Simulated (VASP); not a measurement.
# BaTiO3 (P4mm) in VASP: further runs

Runs on BaTiO3. Level: PBEsol. Tasks: electric field gradients.

Program: VASP 6.6.1. These are calculated values, not measurements. Logs are shortened: lines on timing, memory, paths and dates and some standing lists are left out, and cuts for length are marked.

### Step 1. The cell of the first run

It takes space group P4mm (No. 99, tetragonal). The conventional cell has a = 4.000 Å, b = 4.000 Å, c = 4.018 Å, α = 90.00°, β = 90.00°, γ = 90.00°. Within 3.7 Å of Ba (site symmetry 4mm) lie 12 O at 2.79 to 2.88 Å and 8 Ti at 3.43 to 3.51 Å. Within 2.5 Å of Ti (site symmetry 4mm) lie 6 O at 1.87 to 2.15 Å. O (site symmetry 4mm) has 2 Ti at 1.87 to 2.15 Å within 2.5 Å. O (site symmetry 2mm) has 2 Ti at 2.00 Å and 4 Ba at 2.79 to 2.88 Å and 8 O at 2.83 to 2.84 Å within 2.9 Å.

### Step 2. Electric field gradients, PBEsol

INCAR reads:

```
PREC = Accurate ; ENCUT = 520
EDIFF = 1E-8 ; ISMEAR = -1
SIGMA = 0.08 ; LREAL = False
LASPH = True ; NELM = 100
ALGO = Normal ; ISIF = 2
LWAVE = False ; LCHARG = False
GGA = PS ; LEFG = True
NBANDS = 28
```

KPOINTS reads:

```
regular mesh
0
Gamma
  7 7 7
```

POSCAR reads:

```
BaTiO3
1.0
    3.9998000000      0.0000000000      0.0000000000
    0.0000000000      3.9998000000      0.0000000000
    0.0000000000      0.0000000000      4.0180000000
Ba Ti O
1 1 3
Direct
    0.0000000000      0.0000000000      0.0000000000
    0.5000000000      0.5000000000      0.4820000000
    0.5000000000      0.5000000000      0.0160000000
    0.5000000000      0.0000000000      0.5150000000
    0.0000000000      0.5000000000      0.5150000000
```

Potentials or basis: VASP PAW PBE potentials, release 64 (Ba_sv, Ti_sv, O).

Command:

```console
$ cat potpaw_PBE.64/Ba_sv/POTCAR potpaw_PBE.64/Ti_sv/POTCAR potpaw_PBE.64/O/POTCAR > POTCAR
$ mpirun -np 1 vasp_std > vasp.out
```

OUTCAR:

```text
PREC = Accurate
   ENCUT = 520
   EDIFF = 1E-8
   ISMEAR = -1
   LREAL = False
   LASPH = True
   NELM = 100
   ISIF = 2
   GGA = PS

 ion  position               nearest neighbor table
   1  0.000  0.000  0.000-   4 2.79   5 2.79   5 2.79   4 2.79   3 2.83   3 2.83   3 2.83   3 2.83
                             4 2.88   5 2.88   5 2.88   4 2.88   2 3.43   2 3.43   2 3.43   2 3.43
   2  0.500  0.500  0.482-   3 1.87   4 2.00   5 2.00   4 2.00   5 2.00   3 2.15   1 3.43   1 3.43
                             1 3.43   1 3.43   1 3.51   1 3.51   1 3.51   1 3.51
   3  0.500  0.500  0.016-   2 1.87   2 2.15   1 2.83   1 2.83   1 2.83   1 2.83
   4  0.500  0.000  0.515-   2 2.00   2 2.00   1 2.79   1 2.79   1 2.88   1 2.88
   5  0.000  0.500  0.515-   2 2.00   2 2.00   1 2.79   1 2.79   1 2.88   1 2.88

  LATTYP: Found a simple tetragonal cell.
 ALAT       =     3.9998000000
 C/A-ratio  =     1.0045502275

  Lattice vectors:

 A1 = (   3.9998000000,   0.0000000000,   0.0000000000)
 A2 = (   0.0000000000,   3.9998000000,   0.0000000000)
 A3 = (   0.0000000000,   0.0000000000,   4.0180000000)

Analysis of symmetry for initial positions (statically):
=====================================================================
 Subroutine PRICEL returns:
 Original cell was already a primitive cell.

 Routine SETGRP: Setting up the symmetry group for a
 simple tetragonal supercell.

 Subroutine GETGRP returns: Found  8 space group operations
 (whereof  8 operations were pure point group operations)
 out of a pool of 16 trial point group operations.

The static configuration has the point symmetry C_4v.

Analysis of symmetry for dynamics (positions and initial velocities):
=====================================================================
 Subroutine PRICEL returns:
 Original cell was already a primitive cell.

 Routine SETGRP: Setting up the symmetry group for a
 simple tetragonal supercell.

 Subroutine GETGRP returns: Found  8 space group operations
 (whereof  8 operations were pure point group operations)
 out of a pool of 16 trial point group operations.

The dynamic configuration has the point symmetry C_4v.

 Subroutine INISYM returns: Found  8 space group operations
 (whereof  8 operations are pure point group operations),
 and found     1 'primitive' translations

----------------------------------------------------------------------------------------

                                     Primitive cell

  volume of cell :      64.2816

  direct lattice vectors                    reciprocal lattice vectors
     3.999800000  0.000000000  0.000000000     0.250012501  0.000000000  0.000000000
     0.000000000  3.999800000  0.000000000     0.000000000  0.250012501  0.000000000
     0.000000000  0.000000000  4.018000000     0.000000000  0.000000000  0.248880040

  length of vectors
     3.999800000  3.999800000  4.018000000     0.250012501  0.250012501  0.248880040

  position of ions in fractional coordinates (direct lattice)
     0.000000000  0.000000000  0.000000000
     0.500000000  0.500000000  0.482000000
     0.500000000  0.500000000  0.016000000
     0.500000000  0.000000000  0.515000000
     0.000000000  0.500000000  0.515000000

  ion indices of the primitive-cell ions
   primitive index   ion index
                 1           1
                 2           2
                 3           3
                 4           4
                 5           5

----------------------------------------------------------------------------------------

 KPOINTS: regular mesh

Automatic generation of k-mesh.
 Grid dimensions read from file:
 generate k-points for:    7    7    7

 Generating k-lattice:

  Cartesian coordinates                     Fractional coordinates (reciprocal lattice)
     0.035716072  0.000000000  0.000000000     0.142857143  0.000000000  0.000000000
     0.000000000  0.035716072  0.000000000     0.000000000  0.142857143  0.000000000
     0.000000000  0.000000000  0.035554291     0.000000000  0.000000000  0.142857143

  Length of vectors
     0.035716072  0.035716072  0.035554291

  Shift w.r.t. Gamma in fractional coordinates (k-lattice)
     0.000000000  0.000000000  0.000000000

 Subroutine IBZKPT returns following result:
 ===========================================

 Found     40 irreducible k-points:

 Following reciprocal coordinates:
            Coordinates               Weight
  0.000000  0.000000  0.000000      1.000000
  0.142857  0.000000  0.000000      4.000000
  0.285714  0.000000  0.000000      4.000000
  0.428571  0.000000  0.000000      4.000000
  0.142857  0.142857  0.000000      4.000000
  0.285714  0.142857  0.000000      8.000000
[... 16 lines left out ...]
  0.285714  0.000000  0.285714      8.000000
  0.428571  0.000000  0.285714      8.000000
 [... further k-points ...]
   k-points           NKPTS =     40   k-points in BZ     NKDIM =     40   number of bands    NBANDS=     28
   number of dos      NEDOS =    301   number of ions     NIONS =      5
   total plane-waves  NPLWV =  27000
   dimension x,y,z NGX =    30 NGY =   30 NGZ =   30
   dimension x,y,z NGXF=    60 NGYF=   60 NGZF=   60
   ions per type =               1   1   3
   NGX,Y,Z   is equivalent  to a cutoff of  12.47, 12.47, 12.41 a.u.
   NGXF,Y,Z  is equivalent  to a cutoff of  24.94, 24.94, 24.83 a.u.
 SYSTEM =  unknown system
   PREC   = accura    normal or accurate (medium, high low for compatibility)
   ISTART =      0    job   : 0-new  1-cont  2-samecut
   ICHARG =      2    charge: 1-file 2-atom 10-const
   ISPIN  =      1    spin polarized calculation?
   LNONCOLLINEAR =      F non collinear calculations
   LSORBIT =      F    spin-orbit coupling
   LASPH  =      T    aspherical Exc in radial PAW
   ENCUT  =  520.0 eV  38.22 Ry    6.18 a.u.   7.44  7.44  7.47*2*pi/ulx,y,z
   NELM   =    100;   NELMIN=  2; NELMDL= -5     # of ELM steps
   EDIFF  = 0.1E-07   stopping-criterion for ELM
   LREAL  =      F    real-space projection
   EDIFFG = 0.1E-06   stopping-criterion for IOM
   NSW    =      0    number of steps for IOM
   IBRION =     -1    ionic relax: 0-MD 1-quasi-New 2-CG
   NFREE  =      0    steps in history (QN), initial steepest desc. (CG)
   ISIF   =      2    stress and relaxation
   ISYM   =      2    0-nonsym 1-usesym 2-fastsym
   POTIM  = 0.5000    time-step for ionic-motion
   TEBEG  =    0.0;   TEEND  =   0.0 temperature during run
   PSTRESS=    0.0 pullay stress
   NELECT =      40.0000    total number of electrons
   NUPDOWN=      -1.0000    fix difference up-down
   EMIN   =  10.00;   EMAX   =-10.00  energy-range for DOS
   EFERMI =   0.00;   METHOD = LEGACY
   ISMEAR =    -1;   SIGMA  =   0.08  broadening in eV -4-tet -1-fermi 0-gaus
   EFERMI_NEDOS =   21; number of points for ismear=-14 and -15
   IALGO  =     38    algorithm
   IMIX   =      4    mixing-type and parameters
     AMIX     =   0.40;   BMIX     =  1.00
     AMIX_MAG =   1.60;   BMIX_MAG =  1.00
  volume/ion in A,a.u.               =      12.86        86.76
  Fermi-wavevector in a.u.,A,eV,Ry     =   1.397653  2.641181 26.578078  1.953434
  Thomas-Fermi vector in A             =   2.520888
   LORBIT       =      0    0 simple, 1 ext, 2 COOP (PROOUT), +10 PAW based schemes
   GGA     = PS    functional components
   LHFCALC =     F    Hartree Fock is set to
   AEXX    =    0.0000 exact exchange contribution
   IVDW    =     0    specifies the selected vdW correction
   LEPSILON=     F    determine dielectric tensor
   LRPA    =     F    only Hartree local field effects (RPA)
 non-spin polarized calculation
  energy-cutoff  :      520.00
  volume of cell :       64.28
 maximum number of plane-waves:      1755
 NGX is ok and might be reduce to    30
   NGX = 15   NGY = 15   NGZ = 15

 number of electron      39.9999977 magnetization

 Free energy of the ion-electron system (eV)
  ---------------------------------------------------
  ext. energy  EPLUGINS =         0.00000000
  ---------------------------------------------------
  free energy    TOTEN  =       -41.98754849 eV

  energy without entropy =      -41.98754701  energy(sigma->0) =      -41.98754775

 E-fermi :   4.6240     XC(G=0): -11.4989

 val. band max:        3.6178562390   @ k =   0.4286   0.4286   0.4286
 cond. band min:       5.4479942108   @ k =   0.0000   0.0000   0.0000
 fundamental gap:      1.8301379719
 Fermi energy:         4.6239847802

 k-point     1 :       0.0000    0.0000    0.0000
  band No.  band energies     occupation
      1     -52.6035      2.00000
      2     -28.9713      2.00000
      3     -28.9268      2.00000
      4     -28.9268      2.00000
      5     -21.1070      2.00000
      6     -13.1416      2.00000
[... 20 lines left out ...]
     27       8.6115      0.00000
     28      10.7976      0.00000

 k-point     2 :       0.1429    0.0000    0.0000
  band No.  band energies     occupation
      1     -52.6033      2.00000
      2     -28.9709      2.00000
      3     -28.9370      2.00000
      4     -28.9264      2.00000
      5     -21.0844      2.00000
      6     -13.1618      2.00000
[... 20 lines left out ...]
     27       9.0015      0.00000
     28      11.2871      0.00000

 k-point     3 :       0.2857    0.0000    0.0000
  band No.  band energies     occupation
      1     -52.6028      2.00000
      2     -28.9700      2.00000
      3     -28.9598      2.00000
      4     -28.9255      2.00000
      5     -21.0326      2.00000
      6     -13.2630      2.00000
[... 616 lines left out ...]
      3     -28.9580      2.00000
      4     -28.9243      2.00000
      5     -20.9768      2.00000
      6     -13.0604      2.00000
[... 20 lines left out ...]
     27      11.3871      0.00000
     28      12.1625      0.00000

 k-point    24 :       0.4286    0.0000    0.2857
  band No.  band energies     occupation
      1     -52.6018      2.00000
      2     -29.0003      2.00000
      3     -28.9759      2.00000
      4     -28.9236      2.00000
      5     -20.9435      2.00000
      6     -13.0456      2.00000
[... 20 lines left out ...]
     27      12.0411      0.00000
     28      12.4782      0.00000

 [... further k-points ...]

------------------------ aborting loop because EDIFF is reached ----------------------------------------

  FORCE on cell =-STRESS in cart. coord.  units (eV):
  Direction    XX          YY          ZZ          XY          YZ          ZX
  --------------------------------------------------------------------------------------
  -------------------------------------------------------------------------------------
  Total       -0.9295658     -0.9295658     -0.2941367      0.0000000      0.0000000      0.0000000
  in kB      -23.1688368    -23.1688368     -7.3311698      0.0000000      0.0000000      0.0000000
  external PRESSURE =     -17.8896145 kB  Pullay stress =       0.0000000 kB

 VOLUME and BASIS-vectors are now :
 -----------------------------------------------------------------------------
  energy-cutoff  :      520.00
  volume of cell :       64.28
      direct lattice vectors                 reciprocal lattice vectors
     3.999800000  0.000000000  0.000000000     0.250012501  0.000000000  0.000000000
     0.000000000  3.999800000  0.000000000     0.000000000  0.250012501  0.000000000
     0.000000000  0.000000000  4.018000000     0.000000000  0.000000000  0.248880040

 POSITION                                       TOTAL-FORCE (eV/Angst)
 -----------------------------------------------------------------------------------
      0.00000      0.00000      0.00000         0.000000      0.000000     -0.082977
      1.99990      1.99990      1.93668         0.000000      0.000000      0.048396
      1.99990      1.99990      0.06429        -0.000000     -0.000000      0.361636
      1.99990      0.00000      2.06927         0.000000      0.000000     -0.163528
      0.00000      1.99990      2.06927         0.000000      0.000000     -0.163528
 -----------------------------------------------------------------------------------
    total drift:                                0.000000      0.000000     -0.000157

  FREE ENERGIE OF THE ION-ELECTRON SYSTEM (eV)
  ---------------------------------------------------
  free  energy   TOTEN  =       -41.9875484929 eV

  energy  without entropy=      -41.9875470101  energy(sigma->0) =      -41.98754775

 Electric field gradients (V/A^2)
---------------------------------------------------------------------
 ion       V_xx      V_yy      V_zz      V_xy      V_xz      V_yz
---------------------------------------------------------------------
   1       2.215     2.215    -4.430    -0.000    -0.000    -0.000
   2       1.145     1.145    -2.289    -0.000    -0.000    -0.000
   3      -7.099    -7.099    14.199     0.000     0.000    -0.000
   4     -12.196    25.412   -13.216     0.000     0.000    -0.000
   5      25.412   -12.196   -13.216     0.000     0.000     0.000
---------------------------------------------------------------------

 Electric field gradients after diagonalization (V/A^2)
 (convention: |V_zz| > |V_xx| > |V_yy|)
----------------------------------------------------------------------
 ion       V_xx      V_yy      V_zz     asymmetry (V_yy - V_xx)/ V_zz
----------------------------------------------------------------------
   1       2.215     2.215    -4.430       0.000
   2       1.145     1.145    -2.289       0.000
   3      -7.099    -7.099    14.199       0.000
   4     -13.216   -12.196    25.412       0.040
   5     -13.216   -12.196    25.412       0.040
----------------------------------------------------------------------

           NMR quadrupolar parameters

 Cq : quadrupolar parameter    Cq=e*Q*V_zz/h
 eta: asymmetry parameters     (V_yy - V_xx)/ V_zz
 Q  : nuclear electric quadrupole moment in mb (millibarn)
----------------------------------------------------------------------
 ion       Cq(MHz)       eta       Q (mb)
----------------------------------------------------------------------
   1      -0.011       0.000       1.000
   2      -0.006       0.000       1.000
   3       0.034       0.000       1.000
   4       0.061       0.040       1.000
   5       0.061       0.040       1.000
----------------------------------------------------------------------
```

It took 2.3 min on 1 thread of Intel Xeon 8259CL, shared host; peak memory 0.22 GiB.

What came out:

| Property | Result |
| --- | --- |
| Free energy | -41.9875 eV |
| Pressure | -1.8 GPa |
| Largest force | 0.362 eV/Å |
| Band gap on the k mesh | 1.83 eV (least direct gap 2.06 eV) |
| Largest electric field gradient by atom | Ba -4.4; Ti -2.3; O +14.2, +25.4 (each value once) V/Å² |

Forces in eV/Å, atoms in the order of the input:
```
Ba   0.000  0.000 -0.083
Ti   0.000  0.000  0.048
O    0.000  0.000  0.362
O    0.000  0.000 -0.164
O    0.000  0.000 -0.164
```

Electric field gradients, principal values (V/Å²):
```
atom    least   middle  greatest (by size)
1 Ba    2.215    2.215              -4.430
2 Ti    1.145    1.145              -2.289
 3 O   -7.099   -7.099              14.199
 4 O  -12.196  -13.216              25.412
 5 O  -12.196  -13.216              25.412
```

Caveat: without QUAD_EFG the Cq values of the log hold for a quadrupole moment of 1 mb, not for the nuclei; the PAW data sets were made with another functional, which shifts forces and pressure a little; spin-orbit coupling is left out, which moves the levels of the heavy elements. Expect the measured gap to be larger: semilocal functionals such as PBEsol lack the derivative discontinuity.

(Continued in part 2 of 2.)
